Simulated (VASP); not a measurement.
# TiW14 (a cell with a defect) in VASP: a series of runs

Runs on TiW14 (a cell with a defect). Level: PBE. Tasks: single point.

All numbers are computed with VASP 6.6.1; they aren't measurements. Logs are shortened: lines on timing, memory, paths and dates and some standing lists are left out, and cuts for length are marked.

**1. The cell of the first run**

The cell holds a defect, 15 atoms: a = 6.320 Å, b = 6.320 Å, c = 6.320 Å, α = 90.00°, β = 90.00°, γ = 90.00°.

**2. Single point, PBE**

Contents of INCAR:

```
  PREC = Accurate
  ENCUT = 520
  EDIFF = 1E-6
  ISMEAR = 0
  SIGMA = 0.05
  LREAL = Auto
  LASPH = T
  NELM = 100
  ALGO = Normal
  ISIF = 2
  LWAVE = F
  LCHARG = F
  GGA = PE
  NBANDS = 117
```

Contents of KPOINTS:

```
regular mesh
0
Gamma
  3 3 3
```

Contents of POSCAR:

```
TiW14
1.0
    6.3200000000      0.0000000000      0.0000000000
    0.0000000000      6.3200000000      0.0000000000
    0.0000000000      0.0000000000      6.3200000000
Ti W
1 14
Direct
    0.0850598101     -0.0846914557      0.0854996835
    0.5091435127      0.0056756329     -0.0048658228
   -0.0053083861      0.4912254747     -0.0048661392
   -0.0053058544      0.0056761076      0.5095830696
    0.2552887658      0.2588264241      0.2557311709
    0.4920332278      0.5083356013      0.0012253165
    0.4920343354     -0.0004140823      0.4924750000
    0.7532420886      0.2471275316      0.2512487342
    0.0007838608      0.5083348101      0.4924748418
    0.2508075949      0.2471268987      0.7536832278
    0.4997343354      0.5006348101      0.5001761076
    0.7415427215      0.7450797468      0.2557294304
    0.7512125000      0.2491560127      0.7516533228
    0.2552897152      0.7450797468      0.7419835443
    0.7532416139      0.7495612342      0.7536824367
```

Potentials or basis: VASP PAW PBE potentials, release 64 (Ti_sv, W_sv).

The run is started by

```console
> cat potpaw_PBE.64/Ti_sv/POTCAR potpaw_PBE.64/W_sv/POTCAR > POTCAR
> mpirun -np 1 vasp_std > vasp.out
```

OUTCAR:

```text
PREC = Accurate
   ENCUT = 520
   EDIFF = 1E-6
   ISMEAR = 0
   LREAL = Auto
   LASPH = T
   NELM = 100
   ISIF = 2
   GGA = PE

 ion  position               nearest neighbor table
   1  0.085  0.915  0.085-  14 2.65  12 2.65   5 2.65   3 2.80   4 2.80   2 2.80  10 3.15  15 3.15
                             8 3.15
   2  0.509  0.006  0.995-  13 2.66  10 2.71  15 2.71   8 2.71  12 2.75   1 2.80  14 2.80   5 2.80
                             6 3.15   7 3.15   7 3.18   6 3.18
   3  0.995  0.491  0.995-  13 2.66  15 2.71   8 2.71  10 2.71   5 2.75   1 2.80  12 2.80  14 2.80
                             9 3.15   6 3.15   6 3.18   9 3.18
   4  0.995  0.006  0.510-  13 2.66   8 2.71  10 2.71  15 2.71  14 2.75   1 2.80   5 2.80  12 2.80
                             7 3.15   9 3.15   9 3.18   7 3.18
   5  0.255  0.259  0.256-   1 2.65  11 2.67   7 2.68   9 2.70   6 2.70   3 2.75   4 2.80   2 2.80
                            10 3.15   8 3.15   8 3.17  10 3.17
   6  0.492  0.508  0.001-  14 2.68  12 2.70   5 2.70  10 2.74  15 2.74  13 2.80   8 2.82   2 3.15
                             3 3.15  11 3.15  11 3.17   3 3.18   2 3.18
   7  0.492  1.000  0.492-   5 2.68  14 2.70  12 2.70   8 2.74  10 2.74  13 2.80  15 2.82   4 3.15
                             2 3.15  11 3.15  11 3.17   2 3.18   4 3.18
   8  0.753  0.247  0.251-   4 2.71   3 2.71   2 2.71   9 2.74   7 2.74  11 2.76   6 2.82   1 3.15
                            12 3.15   5 3.15  13 3.16  13 3.16   5 3.17  12 3.17
   9  0.001  0.508  0.492-  12 2.68   5 2.70  14 2.70   8 2.74  15 2.74  13 2.80  10 2.82   3 3.15
                             4 3.15  11 3.15  11 3.17   4 3.18   3 3.18
  10  0.251  0.247  0.754-   2 2.71   4 2.71   3 2.71   7 2.74   6 2.74  11 2.76   9 2.82   1 3.15
                             5 3.15  14 3.15  13 3.16  13 3.16  14 3.17   5 3.17
  11  0.500  0.501  0.500-  14 2.67   5 2.67  12 2.67  13 2.75  15 2.76  10 2.76   8 2.76   9 3.15
                             6 3.15   7 3.15   7 3.17   6 3.17   9 3.17
  12  0.742  0.745  0.256-   1 2.65  11 2.67   9 2.68   6 2.70   7 2.70   2 2.75   3 2.80   4 2.80
                             8 3.15  15 3.15  15 3.17   8 3.17
  13  0.751  0.249  0.752-   3 2.66   2 2.66   4 2.66  11 2.75   7 2.80   9 2.80   6 2.80  15 3.16
                            10 3.16   8 3.16   8 3.16  10 3.16  15 3.16
  14  0.255  0.745  0.742-   1 2.65  11 2.67   6 2.68   7 2.70   9 2.70   4 2.75   2 2.80   3 2.80
                            15 3.15  10 3.15  10 3.17  15 3.17
  15  0.753  0.750  0.754-   3 2.71   2 2.71   4 2.71   9 2.74   6 2.74  11 2.76   7 2.82   1 3.15
                            14 3.15  12 3.15  13 3.16  13 3.16  12 3.17  14 3.17

  LATTYP: Found a simple cubic cell.
 ALAT       =     6.3200000000

  Lattice vectors:

 A1 = (   6.3200000000,   0.0000000000,   0.0000000000)
 A2 = (   0.0000000000,   6.3200000000,   0.0000000000)
 A3 = (   0.0000000000,   0.0000000000,   6.3200000000)

Analysis of symmetry for initial positions (statically):
=====================================================================
 Subroutine PRICEL returns:
 Original cell was already a primitive cell.

 Routine SETGRP: Setting up the symmetry group for a
 simple cubic supercell.

 Subroutine GETGRP returns: Found  6 space group operations
 (whereof  1 operations were pure point group operations)
 out of a pool of 48 trial point group operations.

The static configuration has the point symmetry C_1 .
 The point group associated with its full space group is C_3v.

Analysis of symmetry for dynamics (positions and initial velocities):
=====================================================================
 Subroutine PRICEL returns:
 Original cell was already a primitive cell.

 Routine SETGRP: Setting up the symmetry group for a
 simple cubic supercell.

 Subroutine GETGRP returns: Found  6 space group operations
 (whereof  1 operations were pure point group operations)
 out of a pool of 48 trial point group operations.

The dynamic configuration has the point symmetry C_1 .
 The point group associated with its full space group is C_3v.

 Subroutine INISYM returns: Found  6 space group operations
 (whereof  1 operations are pure point group operations),
 and found     1 'primitive' translations

----------------------------------------------------------------------------------------

                                     Primitive cell

  volume of cell :     252.4360

  direct lattice vectors                    reciprocal lattice vectors
[... 61 lines left out ...]
     0.000000000  0.000000000  0.000000000

 Subroutine IBZKPT returns following result:
 ===========================================

 Found      6 irreducible k-points:

 Following reciprocal coordinates:
            Coordinates               Weight
  0.000000  0.000000  0.000000      1.000000
  0.333333  0.000000  0.000000      6.000000
  0.333333  0.333333  0.000000      6.000000
  0.333333  0.000000  0.333333      6.000000
  0.333333  0.333333  0.333333      6.000000
  0.333333 -0.333333  0.333333      2.000000
   k-points           NKPTS =      6   k-points in BZ     NKDIM =      6   number of bands    NBANDS=    117
   number of dos      NEDOS =    301   number of ions     NIONS =     15
   total plane-waves  NPLWV = 110592
   dimension x,y,z NGX =    48 NGY =   48 NGZ =   48
   dimension x,y,z NGXF=    96 NGYF=   96 NGZF=   96
   ions per type =               1  14
   NGX,Y,Z   is equivalent  to a cutoff of  12.63, 12.63, 12.63 a.u.
   NGXF,Y,Z  is equivalent  to a cutoff of  25.25, 25.25, 25.25 a.u.
 SYSTEM =  unknown system
   PREC   = accura    normal or accurate (medium, high low for compatibility)
   ISTART =      0    job   : 0-new  1-cont  2-samecut
   ICHARG =      2    charge: 1-file 2-atom 10-const
   ISPIN  =      1    spin polarized calculation?
   LNONCOLLINEAR =      F non collinear calculations
   LSORBIT =      F    spin-orbit coupling
   LASPH  =      T    aspherical Exc in radial PAW
   ENCUT  =  520.0 eV  38.22 Ry    6.18 a.u.  11.75 11.75 11.75*2*pi/ulx,y,z
   NELM   =    100;   NELMIN=  2; NELMDL= -5     # of ELM steps
   EDIFF  = 0.1E-05   stopping-criterion for ELM
   LREAL  =      T    real-space projection
   EDIFFG = 0.1E-04   stopping-criterion for IOM
   NSW    =      0    number of steps for IOM
   IBRION =     -1    ionic relax: 0-MD 1-quasi-New 2-CG
   NFREE  =      0    steps in history (QN), initial steepest desc. (CG)
   ISIF   =      2    stress and relaxation
   ISYM   =      2    0-nonsym 1-usesym 2-fastsym
   POTIM  = 0.5000    time-step for ionic-motion
   TEBEG  =    0.0;   TEEND  =   0.0 temperature during run
   PSTRESS=    0.0 pullay stress
   NELECT =     208.0000    total number of electrons
   NUPDOWN=      -1.0000    fix difference up-down
   EMIN   =  10.00;   EMAX   =-10.00  energy-range for DOS
   EFERMI =   0.00;   METHOD = LEGACY
   ISMEAR =     0;   SIGMA  =   0.05  broadening in eV -4-tet -1-fermi 0-gaus
   EFERMI_NEDOS =   21; number of points for ismear=-14 and -15
   IALGO  =     38    algorithm
   IMIX   =      4    mixing-type and parameters
     AMIX     =   0.40;   BMIX     =  1.00
     AMIX_MAG =   1.60;   BMIX_MAG =  1.00
  volume/ion in A,a.u.               =      16.83       113.57
  Fermi-wavevector in a.u.,A,eV,Ry     =   1.534778  2.900310 32.049110  2.355543
  Thomas-Fermi vector in A             =   2.641658
   LORBIT       =      0    0 simple, 1 ext, 2 COOP (PROOUT), +10 PAW based schemes
   GGA     = PE    functional components
   LHFCALC =     F    Hartree Fock is set to
   AEXX    =    0.0000 exact exchange contribution
   IVDW    =     0    specifies the selected vdW correction
   LEPSILON=     F    determine dielectric tensor
   LRPA    =     F    only Hartree local field effects (RPA)
 non-spin polarized calculation
 Gauss-broadening in eV      SIGMA  =   0.05
  energy-cutoff  :      520.00
  volume of cell :      252.44
 maximum number of plane-waves:      6859
 NGX is ok and might be reduce to    48
   NGX = 23   NGY = 23   NGZ = 23

 number of electron     208.0000002 magnetization

 Free energy of the ion-electron system (eV)
  ---------------------------------------------------
  ext. energy  EPLUGINS =         0.00000000
  ---------------------------------------------------
  free energy    TOTEN  =      -185.47655868 eV

  energy without entropy =     -185.46181530  energy(sigma->0) =     -185.46918699

 E-fermi :  10.0789     XC(G=0): -13.1170

 val. band max:       10.0658244913   @ k =   0.3333   0.0000   0.0000
 cond. band min:      10.0858039347   @ k =   0.3333   0.0000   0.3333
 fundamental gap:      0.0199794435
 Fermi energy:        10.0789489987

 k-point     1 :       0.0000    0.0000    0.0000
  band No.  band energies     occupation
      1     -63.7550      2.00000
      2     -63.7099      2.00000
      3     -63.7099      2.00000
      4     -63.6691      2.00000
      5     -63.6691      2.00000
      6     -63.6562      2.00000
[... 703 lines left out ...]
    115      12.2853      0.00000
    116      12.3048      0.00000
 [bands above 116 left out]

------------------------ aborting loop because EDIFF is reached ----------------------------------------

  FORCE on cell =-STRESS in cart. coord.  units (eV):
  Direction    XX          YY          ZZ          XY          YZ          ZX
  --------------------------------------------------------------------------------------
  -------------------------------------------------------------------------------------
  Total        1.4181456      1.4181456      1.4181456      3.8315044      3.8315044     -3.8315044
  in kB        9.0007804      9.0007804      9.0007804     24.3180457     24.3180457    -24.3180457
  external PRESSURE =       9.0007804 kB  Pullay stress =       0.0000000 kB

 VOLUME and BASIS-vectors are now :
 -----------------------------------------------------------------------------
  energy-cutoff  :      520.00
  volume of cell :      252.44
      direct lattice vectors                 reciprocal lattice vectors
     6.320000000  0.000000000  0.000000000     0.158227848  0.000000000  0.000000000
     0.000000000  6.320000000  0.000000000     0.000000000  0.158227848  0.000000000
     0.000000000  0.000000000  6.320000000     0.000000000  0.000000000  0.158227848

 POSITION                                       TOTAL-FORCE (eV/Angst)
 -----------------------------------------------------------------------------------
      0.53758      5.78475      0.54036        -0.508712      0.508712     -0.508712
      3.21779      0.03587      6.28925         0.022623     -0.053958      0.053958
      6.28645      3.10455      6.28925         0.053958     -0.022623      0.053958
      6.28647      0.03587      3.22056         0.053958     -0.053958      0.022623
      1.61342      1.63578      1.61622         0.033857     -0.063099      0.033857
      3.10965      3.21268      0.00774         0.011952     -0.011952      0.055381
      3.10966      6.31738      3.11244         0.011952     -0.055381      0.011952
      4.76049      1.56185      1.58789         0.013899     -0.013899      0.049820
      0.00495      3.21268      3.11244         0.055381     -0.011952      0.011952
      1.58510      1.56184      4.76328         0.049820     -0.013899      0.013899
      3.15832      3.16401      3.16111         0.048908     -0.048908      0.048908
      4.68655      4.70890      1.61621         0.063099     -0.033857      0.033857
      4.74766      1.57467      4.75045         0.041550     -0.041550      0.041550
      1.61343      4.70890      4.68934         0.033857     -0.033857      0.063099
      4.76049      4.73723      4.76327         0.013899     -0.049820      0.013899
 -----------------------------------------------------------------------------------
    total drift:                                0.002528     -0.059957     -0.100517

  FREE ENERGIE OF THE ION-ELECTRON SYSTEM (eV)
  ---------------------------------------------------
  free  energy   TOTEN  =      -185.4765586796 eV

  energy  without entropy=     -185.4618153025  energy(sigma->0) =     -185.46918699
```

It took 5.9 min on 1 thread of AMD EPYC 9R14 (Zen 4), shared host; peak memory 0.36 GiB.

Results:

```
Free energy            : -185.4766 eV
Pressure               : 0.9 GPa
Largest force          : 0.881 eV/Å
Band gap on the k mesh : zero (bands 104 and 105 overlap by 0.88 eV)
```

Forces on the atoms (eV/Å):
```
Ti  -0.509  0.509 -0.509
W    0.023 -0.054  0.054
W    0.054 -0.023  0.054
W    0.054 -0.054  0.023
W    0.034 -0.063  0.034
W    0.012 -0.012  0.055
W    0.012 -0.055  0.012
W    0.014 -0.014  0.050
W    0.055 -0.012  0.012
W    0.050 -0.014  0.014
W    0.049 -0.049  0.049
W    0.063 -0.034  0.034
W    0.042 -0.042  0.042
W    0.034 -0.034  0.063
W    0.014 -0.050  0.014
```

Levels at points of the mesh, in eV from the Fermi level:
| k point | band 102 | band 103 | band 104 | band 105 | band 106 | band 107 |
| --- | --- | --- | --- | --- | --- | --- |
| (0.00, 0.00, 0.00) | 0.15 | 0.23 | 0.39 | 0.39 | 1.05 | 1.05 |

Caveat: spin-orbit coupling is left out, which moves the levels of the heavy elements.

**3. Single point, PBE**

Contents of INCAR:

```
PREC = Accurate
ENCUT = 520
EDIFF = 1E-7
ISMEAR = 0
SIGMA = 0.05
LREAL = Auto
LASPH = T
NELM = 60
ALGO = Normal
ISIF = 2
LWAVE = F
LCHARG = F
GGA = PE
NBANDS = 117
```

KPOINTS is that of step 2.

Contents of POSCAR:

```
TiW14
1.0
    6.3200000000      0.0000000000      0.0000000000
    0.0000000000      6.3200000000      0.0000000000
    0.0000000000      0.0000000000      6.3200000000
Ti W
1 14
Direct
    0.0449425633     -0.0444833861      0.0454928797
    0.5075446203      0.0045863924     -0.0035738924
   -0.0041273734      0.4929161392     -0.0035748418
   -0.0041235759      0.0045862342      0.5080944620
    0.2540080696      0.2570884494      0.2545604430
    0.4910259494      0.5094346519      0.0029162975
    0.4910286392     -0.0019014241      0.4915802215
    0.7523283228      0.2481344937      0.2516443038
    0.0023642405      0.5094335443      0.4915775316
    0.2510935127      0.2481329114      0.7528792722
    0.4998490506      0.5006134494      0.5004009494
    0.7433719937      0.7464522152      0.2545593354
    0.7503571203      0.2501036392      0.7509083861
    0.2540093354      0.7464530063      0.7439232595
    0.7523272152      0.7493678797      0.7528784810
```

Potentials or basis: VASP PAW PBE potentials, release 64 (Ti_sv, W_sv).

The run is started by

```console
> cat potpaw_PBE.64/Ti_sv/POTCAR potpaw_PBE.64/W_sv/POTCAR > POTCAR
> mpirun -np 1 vasp_std > vasp.out
```

OUTCAR:

```text
PREC = Accurate
   ENCUT = 520
   EDIFF = 1E-7
   ISMEAR = 0
   LREAL = Auto
   LASPH = T
   NELM = 60
   ISIF = 2
   GGA = PE

 ion  position               nearest neighbor table
   1  0.045  0.956  0.045-  14 2.67  12 2.67   5 2.67  15 2.92  10 2.92   8 2.92   3 2.96   4 2.96
                             2 2.96
   2  0.508  0.005  0.996-  13 2.68  15 2.71   8 2.71  10 2.71  12 2.75  14 2.79   5 2.79   1 2.96
                             6 3.13   7 3.13   7 3.19   6 3.19
   3  0.996  0.493  0.996-  13 2.68   8 2.71  10 2.71  15 2.71   5 2.75  12 2.79  14 2.79   1 2.96
[... 955 lines left out ...]
      direct lattice vectors                 reciprocal lattice vectors
     6.320000000  0.000000000  0.000000000     0.158227848  0.000000000  0.000000000
     0.000000000  6.320000000  0.000000000     0.000000000  0.158227848  0.000000000
     0.000000000  0.000000000  6.320000000     0.000000000  0.000000000  0.158227848

 POSITION                                       TOTAL-FORCE (eV/Angst)
 -----------------------------------------------------------------------------------
      0.28404      6.03886      0.28751        -0.685521      0.685521     -0.685521
      3.20768      0.02899      6.29741         0.006649     -0.079142      0.079142
      6.29392      3.11523      6.29741         0.079142     -0.006649      0.079142
      6.29394      0.02899      3.21116         0.079142     -0.079142      0.006649
      1.60533      1.62480      1.60882         0.016548     -0.102159      0.016548
      3.10328      3.21963      0.01843         0.030888     -0.030888      0.099865
      3.10330      6.30798      3.10679         0.030888     -0.099865      0.030888
      4.75472      1.56821      1.59039         0.039476     -0.039476      0.041635
      0.01494      3.21962      3.10677         0.099865     -0.030888      0.030888
      1.58691      1.56820      4.75820         0.041635     -0.039476      0.039476
      3.15905      3.16388      3.16253         0.058379     -0.058379      0.058379
      4.69811      4.71758      1.60881         0.102159     -0.016548      0.016548
      4.74226      1.58065      4.74574         0.044727     -0.044727      0.044727
      1.60534      4.71758      4.70160         0.016548     -0.016548      0.102159
      4.75471      4.73600      4.75819         0.039476     -0.041635      0.039476
 -----------------------------------------------------------------------------------
    total drift:                               -0.041442     -0.154190     -0.122990

  FREE ENERGIE OF THE ION-ELECTRON SYSTEM (eV)
  ---------------------------------------------------
  free  energy   TOTEN  =      -185.9833603231 eV

  energy  without entropy=     -185.9695160977  energy(sigma->0) =     -185.97643821
```

It took 16 min on 1 thread of Intel Xeon 8259CL, shared host; peak memory 0.39 GiB.

What came out:

```
Free energy            : -185.9834 eV
Pressure               : 0.3 GPa
Largest force          : 1.187 eV/Å
Band gap on the k mesh : zero (bands 104 and 105 overlap by 0.93 eV)
```

Forces in eV/Å, atoms in the order of the input:
```
Ti  -0.686  0.686 -0.686
W    0.007 -0.079  0.079
W    0.079 -0.007  0.079
W    0.079 -0.079  0.007
W    0.017 -0.102  0.017
W    0.031 -0.031  0.100
W    0.031 -0.100  0.031
W    0.039 -0.039  0.042
W    0.100 -0.031  0.031
W    0.042 -0.039  0.039
W    0.058 -0.058  0.058
W    0.102 -0.017  0.017
W    0.045 -0.045  0.045
W    0.017 -0.017  0.102
W    0.039 -0.042  0.039
```

Caveat: spin-orbit coupling is left out, which moves the levels of the heavy elements.
